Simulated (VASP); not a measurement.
The system is MgI2.

```
Mg I
1.0
     3.63981    0.00000    0.00000
    -1.81991    3.15217    0.00000
     0.00000    0.00000   13.18067
Mg I
2 4
Direct
  0.33333 0.66667 0.25000
  0.66667 0.33333 0.75000
  0.66667 0.33333 0.38481
  0.66667 0.33333 0.11519
  0.33333 0.66667 0.88481
  0.33333 0.66667 0.61519
```

```yaml
Program: VASP 6.6.1
Task: relaxation of cell and atoms
Functional: PBEsol
Potentials_or_basis: VASP PAW PBE potentials, release 64 (Mg, I)
Cutoff: 600 eV
k_mesh: 6 × 6 × 2
Occupations: fermi-dirac, width 0.03 eV
Spin: no spin polarisation
```

At the start: pressure 14.2 GPa; volume 25.20 Å³/atom.

Question: Where does the relaxation end?

Answer: Over 13 steps the energy falls by 274.9 meV/atom and the volume is 34.65 Å³/atom (+37.5 %); space group P6_3/mmc (No. 194, to 0.05 Å).

The path:
```
step  energy change (eV)  largest force (eV/Å)  pressure (GPa)  volume (Å³)
   1              0.0000                0.7240           14.21       151.23
   2             -1.3582                0.8985           -2.11       205.58
   3             -1.4699                0.6243            0.23       190.27
   4             -1.4702                0.6451            0.05       191.24
   5             -1.5728                0.3510            0.11       193.66
   6             -1.5868                0.1705            0.20       194.94
   7             -1.6009                0.1488            0.09       196.46
   8             -1.6289                0.0969           -0.17       201.06
   9             -1.6426                0.0304           -0.46       210.33
  10             -1.6361                0.1359            0.78       204.36
  11             -1.6490                0.0369            0.02       207.84
  12             -1.6487                0.0398           -0.07       207.99
  13             -1.6494                0.0032           -0.02       207.91
```

Final structure:
```
CELL_PARAMETERS angstrom
4.03179 0.00000 0.00000
-2.01589 3.49163 0.00000
0.00000 0.00000 14.76872
ATOMIC_POSITIONS crystal
Mg 0.33333 0.66667 0.25000
Mg 0.66667 0.33333 0.75000
I 0.66667 0.33333 0.37434
I 0.66667 0.33333 0.12566
I 0.33333 0.66667 0.87434
I 0.33333 0.66667 0.62566
```

Caveat: the volume moved by over 15 % at a fixed basis, so the end points are rough; the PAW data sets were made with another functional, which shifts forces and pressure a little; this functional lacks dispersion, which binds the layers, so the pressure and a relaxed spacing across them are unreliable.
